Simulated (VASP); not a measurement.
# Al8N7 (a cell with a defect) in VASP: notebook, part 2 of 2

VASP 6.6.1. The steps go on from the part before.

### Step 3. Single point, LDA

INCAR reads:

```
  PREC = Accurate
  ENCUT = 520
  EDIFF = 1E-7
  ISMEAR = 0
  SIGMA = 0.05
  LREAL = Auto
  LASPH = T
  NELM = 80
  ALGO = Normal
  ISIF = 2
  LWAVE = F
  LCHARG = F
  GGA = CA
  NELECT = 56.0
  NBANDS = 42
```

KPOINTS reads:

```
regular mesh
0
Gamma
  4 4 4
```

POSCAR reads:

```
Al8N7
1.0
   -4.0109247379      4.0109247379      0.0000000000
   -4.0109247379      0.0000000000      4.0109247379
    0.0000000000      4.0109247379      4.0109247379
Al N
8 7
Direct
    0.7500000000      0.7500000000      0.7500000000
    0.2500000000      0.7500000000      0.7500000000
    0.7500000000      0.2500000000      0.7500000000
    0.7500000000      0.7500000000      0.2500000000
    0.2500000000      0.2500000000      0.7500000000
    0.2500000000      0.7500000000      0.2500000000
    0.7500000000      0.2500000000      0.2500000000
    0.2500000000      0.2500000000      0.2500000000
    0.5780824415      0.9844175585      0.4844175585
    1.0000000000      0.5000000000      0.5000000000
    1.0000000000      1.0000000000      0.0000000000
    0.5000000000      0.5000000000      0.5000000000
    0.5000000000      1.0000000000      0.0000000000
    1.0000000000      0.5000000000      0.0000000000
    0.5000000000      0.5000000000      0.0000000000
```

Potentials or basis: VASP PAW LDA potentials, release 64 (Al, N).

On the command line:

```
$ cat potpaw_LDA.64/Al/POTCAR potpaw_LDA.64/N/POTCAR > POTCAR
$ mpirun -np 1 vasp_std > vasp.out
```

OUTCAR:

```text
PREC = Accurate
   ENCUT = 520
   EDIFF = 1E-7
   ISMEAR = 0
   LREAL = Auto
   LASPH = T
   NELM = 80
   ISIF = 2
   GGA = CA
   NELECT = 56.0

 ion  position               nearest neighbor table
   1  0.750  0.750  0.750-   9 1.78  10 2.01  13 2.01  14 2.01  15 2.01   4 2.84   2 2.84   3 2.84
                             4 2.84   6 2.84   7 2.84   3 2.84   5 2.84   7 2.84   2 2.84   5 2.84
   2  0.250  0.750  0.750-  11 2.01  12 2.01  14 2.01  15 2.01   9 2.27   6 2.84   1 2.84   5 2.84
                             4 2.84   6 2.84   8 2.84   3 2.84   5 2.84   8 2.84   1 2.84   3 2.84
   3  0.750  0.250  0.750-  10 2.01  11 2.01  12 2.01  13 2.01  15 2.01   7 2.84   1 2.84   5 2.84
                             4 2.84   7 2.84   8 2.84   1 2.84   2 2.84   4 2.84   2 2.84   5 2.84
   4  0.750  0.750  0.250-   9 1.91  10 2.01  11 2.01  12 2.01  13 2.01  14 2.01   1 2.84   6 2.84
                             7 2.84   1 2.84   2 2.84   3 2.84   3 2.84   7 2.84   8 2.84   2 2.84
   5  0.250  0.250  0.750-  10 2.01  11 2.01  12 2.01  13 2.01  14 2.01   9 2.16   2 2.84   3 2.84
                             8 2.84   6 2.84   7 2.84   8 2.84   1 2.84   2 2.84   6 2.84   1 2.84
   6  0.250  0.750  0.250-  10 2.01  11 2.01  12 2.01  13 2.01  15 2.01   8 2.84   2 2.84   4 2.84
                             1 2.84   2 2.84   5 2.84   5 2.84   7 2.84   8 2.84   1 2.84   4 2.84
   7  0.750  0.250  0.250-   9 1.78  11 2.01  12 2.01  14 2.01  15 2.01   8 2.84   3 2.84   4 2.84
                             1 2.84   3 2.84   5 2.84   1 2.84   4 2.84   6 2.84   5 2.84   6 2.84
   8  0.250  0.250  0.250-  10 2.01  13 2.01  14 2.01  15 2.01   9 2.27   7 2.84   5 2.84   6 2.84
                             2 2.84   3 2.84   5 2.84   2 2.84   4 2.84   6 2.84   3 2.84   4 2.84
   9  0.578  0.984  0.484-   1 1.78   7 1.78   4 1.91   5 2.16   2 2.27   8 2.27
  10  0.000  0.500  0.500-   1 2.01   3 2.01   4 2.01   5 2.01   6 2.01   8 2.01
  11  0.000  0.000  0.000-   2 2.01   3 2.01   4 2.01   5 2.01   6 2.01   7 2.01
  12  0.500  0.500  0.500-   2 2.01   3 2.01   4 2.01   5 2.01   6 2.01   7 2.01
  13  0.500  0.000  0.000-   1 2.01   3 2.01   4 2.01   5 2.01   6 2.01   8 2.01
  14  0.000  0.500  0.000-   1 2.01   2 2.01   4 2.01   5 2.01   7 2.01   8 2.01
  15  0.500  0.500  0.000-   1 2.01   2 2.01   3 2.01   6 2.01   7 2.01   8 2.01

  LATTYP: Found a face centered cubic cell.
 ALAT       =     8.0218494758

  Lattice vectors:
[... 202 lines left out ...]
  free energy    TOTEN  =      -145.08007203 eV

  energy without entropy =     -145.07332601  energy(sigma->0) =     -145.07669902

 E-fermi :   8.9883     XC(G=0): -12.1632

 val. band max:        8.9433798638   @ k =   0.2500   0.2500   0.0000
 cond. band min:       9.0017056179   @ k =   0.0000   0.5000   0.0000
 fundamental gap:      0.0583257540
 Fermi energy:         8.9882821758

 k-point     1 :       0.0000    0.0000    0.0000
  band No.  band energies     occupation
      1      -7.6209      2.00000
      2      -4.6735      2.00000
      3      -4.5988      2.00000
      4      -4.5622      2.00000
      5      -3.8784      2.00000
      6      -3.6261      2.00000
[... 1021 lines left out ...]
     39      18.6630      0.00000
     40      18.7989      0.00000
 [bands above 40 left out]

------------------------ aborting loop because EDIFF is reached ----------------------------------------

  FORCE on cell =-STRESS in cart. coord.  units (eV):
  Direction    XX          YY          ZZ          XY          YZ          ZX
  --------------------------------------------------------------------------------------
  -------------------------------------------------------------------------------------
  Total      -33.6412678    -33.6412678    -35.2065243      1.7491992      0.1964899     -0.1964899
  in kB     -417.6566517   -417.6566517   -437.0893251     21.7163246      2.4394242     -2.4394237
  external PRESSURE =    -424.1342095 kB  Pullay stress =       0.0000000 kB

 VOLUME and BASIS-vectors are now :
 -----------------------------------------------------------------------------
  energy-cutoff  :      520.00
  volume of cell :      129.05
      direct lattice vectors                 reciprocal lattice vectors
    -4.010924738  4.010924738  0.000000000    -0.124659532  0.124659532 -0.124659532
    -4.010924738  0.000000000  4.010924738    -0.124659532 -0.124659532  0.124659532
     0.000000000  4.010924738  4.010924738     0.124659532  0.124659532  0.124659532

 POSITION                                       TOTAL-FORCE (eV/Angst)
 -----------------------------------------------------------------------------------
     -6.01639      6.01639      6.01639         2.765519      1.980649      0.098922
     -4.01092      4.01092      6.01639         0.160762      2.794105     -0.087901
     -4.01092      6.01639      4.01092        -0.065437      0.065437      2.622229
     -6.01639      4.01092      4.01092        -0.151348      0.151348     -0.581367
     -2.00546      4.01092      4.01092        -0.217624      0.217624     -0.002821
     -4.01092      2.00546      4.01092        -0.032470      0.032470     -2.624929
     -4.01092      4.01092      2.00546        -1.980649     -2.765519      0.098922
     -2.00546      2.00546      2.00546        -2.794105     -0.160762     -0.087901
     -6.26707      4.26161      5.89139         3.068770     -3.068770      1.710461
     -2.00546      2.00546      4.01092         0.089094      0.821012     -1.061805
      0.00000      0.00000      0.00000        -0.821012     -0.089094     -1.061805
     -4.01092      4.01092      4.01092        -0.207190     -0.057782      0.482322
     -2.00546      2.00546      0.00000         0.057782      0.207190      0.482322
     -2.00546      0.00000      2.00546         0.033900     -0.033900     -0.011626
     -4.01092      2.00546      2.00546         0.094007     -0.094007      0.024979
 -----------------------------------------------------------------------------------
    total drift:                                0.001393     -0.001393      0.000173

  FREE ENERGIE OF THE ION-ELECTRON SYSTEM (eV)
  ---------------------------------------------------
  free  energy   TOTEN  =      -145.0800720306 eV

  energy  without entropy=     -145.0733260146  energy(sigma->0) =     -145.07669902
```

OSZICAR:

```text
N       E                     dE             d eps       ncg     rms          rms(c)
DAV:   1     0.148561623364E+03    0.14856E+03   -0.26109E+04  2016   0.121E+03
DAV:   2    -0.142651230409E+03   -0.29121E+03   -0.27864E+03  2516   0.231E+02
DAV:   3    -0.159030238470E+03   -0.16379E+02   -0.16286E+02  2512   0.562E+01
DAV:   4    -0.159168949952E+03   -0.13871E+00   -0.13851E+00  2606   0.570E+00
DAV:   5    -0.159170306813E+03   -0.13569E-02   -0.13564E-02  2544   0.566E-01    0.207E+01
DAV:   6    -0.145290388005E+03    0.13880E+02   -0.57668E+01  2326   0.272E+01    0.759E+00
DAV:   7    -0.145214573425E+03    0.75815E-01   -0.18588E+00  2396   0.588E+00    0.464E+00
DAV:   8    -0.145098917871E+03    0.11566E+00   -0.24398E-01  2426   0.240E+00    0.131E+00
DAV:   9    -0.145082150706E+03    0.16767E-01   -0.50741E-02  2724   0.129E+00    0.374E-01
DAV:  10    -0.145080686211E+03    0.14645E-02   -0.92844E-03  2414   0.456E-01    0.298E-01
DAV:  11    -0.145080154339E+03    0.53187E-03   -0.29337E-03  2434   0.227E-01    0.149E-01
DAV:  12    -0.145080095708E+03    0.58632E-04   -0.41575E-04  2510   0.920E-02    0.554E-02
DAV:  13    -0.145080073500E+03    0.22208E-04   -0.12215E-04  2324   0.510E-02    0.306E-02
DAV:  14    -0.145080072084E+03    0.14156E-05   -0.79004E-06  2582   0.155E-02    0.105E-02
DAV:  15    -0.145080072043E+03    0.41424E-07   -0.28400E-06  2316   0.787E-03    0.335E-03
DAV:  16    -0.145080072031E+03    0.12124E-07   -0.21149E-07  1620   0.270E-03
   1 F= -.14508007E+03 E0= -.14507670E+03  d E =-.674602E-02
```

Wall time 6.1 min (1 thread of Intel Xeon Platinum 8488C (Sapphire Rapids), shared host); peak memory 0.25 GiB.

What came out:

| Quantity | Value |
| --- | --- |
| Free energy | -145.0801 eV |
| Largest force | 4.665 eV/Å |

Forces in eV/Å, atoms in the order of the input:
```
Al   2.766  1.981  0.099
Al   0.161  2.794 -0.088
Al  -0.065  0.065  2.622
Al  -0.151  0.151 -0.581
Al  -0.218  0.218 -0.003
Al  -0.032  0.032 -2.625
Al  -1.981 -2.766  0.099
Al  -2.794 -0.161 -0.088
N    3.069 -3.069  1.710
N    0.089  0.821 -1.062
N   -0.821 -0.089 -1.062
N   -0.207 -0.058  0.482
N    0.058  0.207  0.482
N    0.034 -0.034 -0.012
N    0.094 -0.094  0.025
```

Caveat: the cell carries a net charge on a neutralising background, which shifts energy and pressure; the cell differs from its parent crystal (atoms taken out, atom 9 moved -0.125 of the way to it and -0.125 Å across, host rigid); the cell is charged against a uniform background, so pressure and absolute levels hang on convention.
